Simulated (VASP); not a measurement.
**CaO: single point with r2SCAN**

Crystal: CaO.

```
CELL_PARAMETERS angstrom
0.00000 2.60673 2.60673
2.60673 0.00000 2.60673
2.60673 2.60673 0.00000
ATOMIC_POSITIONS crystal
Ca 0.00000 0.00000 0.00000
O 0.25000 0.25000 0.25000
```

```
Program                : VASP 6.6.1
Task                   : single point
Functional             : r2SCAN
Potentials or basis    : VASP PAW PBE potentials, release 64 (Ca_sv, O)
Cutoff                 : 520 eV
k mesh                 : 8 × 8 × 8
Occupations            : gaussian, width 0.01 eV
Spin                   : no spin polarisation
Dipole correction      : no
Further INCAR settings : ALGO = Normal; EDIFF = 1e-07; NBANDS = 15
```

```yaml
Pressure: 0.9 GPa
Band_gap_on_the_k_mesh: 3.73 eV, indirect (least direct gap 4.36 eV)
```

Levels at points of the mesh, in eV from the valence-band top:
```
           k point  band 4  band 5  band 6  band 7  band 8  band 9  band 10  band 11  band 12  band 13
(0.00, 0.00, 0.00)  -18.62  -15.75   -0.62   -0.62   -0.62    3.73     8.65     8.65    10.29    10.29
(0.50, 0.00, 0.00)  -18.67  -15.03   -0.99   -0.36   -0.36    6.58     8.53     8.53     8.82    10.08
(0.50, 0.50, 0.00)  -18.76  -14.81   -1.42    0.00    0.00    5.34     7.21     9.74    10.04    10.04
```

It took 38 s on 1 thread of AMD EPYC 9R45 (Zen 5), with other jobs on the host, peak memory 0.14 GiB.

Caveat: the PAW data sets were made with another functional, which shifts forces and pressure a little. A k mesh can miss the band edges.
